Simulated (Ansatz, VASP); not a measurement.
# B in VASP and in Ansatz

The input INCAR:

```
SYSTEM = B
PREC     = Accurate       ! precision mode
ENCUT    = 520            ! plane-wave cutoff, eV
EDIFF    = 1E-6           ! SCF threshold, eV
ISMEAR   = -1             ! smearing method
SIGMA    = 0.1            ! smearing width, eV
LREAL    = .False.        ! projectors in reciprocal space
LASPH    = .True.         ! aspherical terms in the spheres
NELM     = 80             ! most SCF steps
ALGO     = Normal         ! electronic algorithm
ISIF     = 2              ! what is computed and relaxed
LWAVE    = .False.        ! write WAVECAR
LCHARG   = .False.        ! write CHGCAR
GGA      = PS             ! functional
NBANDS   = 10             ! bands
```

The input KPOINTS:

```
Automatic mesh
0
Gamma
  15 15 15
  0 0 0
```

The input POSCAR:

```
B
1.0
    0.0000000000      2.0164698572      2.0164698572
    2.0164698572      0.0000000000      2.0164698572
    2.0164698572      2.0164698572      0.0000000000
B
2
Direct
    0.1250000000      0.1250000000      0.1250000000
    0.8750000000      0.8750000000      0.8750000000
```

Input for Ansatz:

```yaml
crystal:
  lattice:
    - [0.0, 2.0164698572, 2.0164698572]
    - [2.0164698572, 0.0, 2.0164698572]
    - [2.0164698572, 2.0164698572, 0.0]
  atoms:
    - { symbol: B, position: [0.125, 0.125, 0.125] }
    - { symbol: B, position: [0.875, 0.875, 0.875] }
hamiltonian:
  xc: pbesol
  pseudopotentials:
    kind: paw
    azcp:
      B: "pseudopotentials/B.paw.azcp"
basis:
  ecutwfc: 420
  fft_grid_basis: typed
kpoints:
  mp_grid: { grid: [15, 15, 15], shift: [0, 0, 0] }
magnetization:
  spin_polarized: false
scf:
  occupations: { method: fermi_dirac, width: 0.1 }
  lower_state_search: "off"
output:
  stress: true
```

Alike in both runs: task single point; functional PBEsol; k mesh 15 × 15 × 15; occupations fermi-dirac, width 0.1 eV; no spin polarisation.

```csv
,VASP,Ansatz
version,VASP 6.6.1,Ansatz 0.2.0
potentials or method,"VASP PAW PBE potentials, release 64 (B), cutoff 520 eV","plane waves (420 eV) with PAW, scalar-relativistic"
valence electrons in the cell,6,6
```

|  | VASP | Ansatz | Ansatz less VASP |
| --- | --- | --- | --- |
| pressure (GPa) | 0.2 | -0.1 | -0.22 |

VASP's potentials were made for PBE, not for PBEsol, and Ansatz warns of the same on its side. The functional is the same, so the differences come from potentials, cutoffs and numerics.
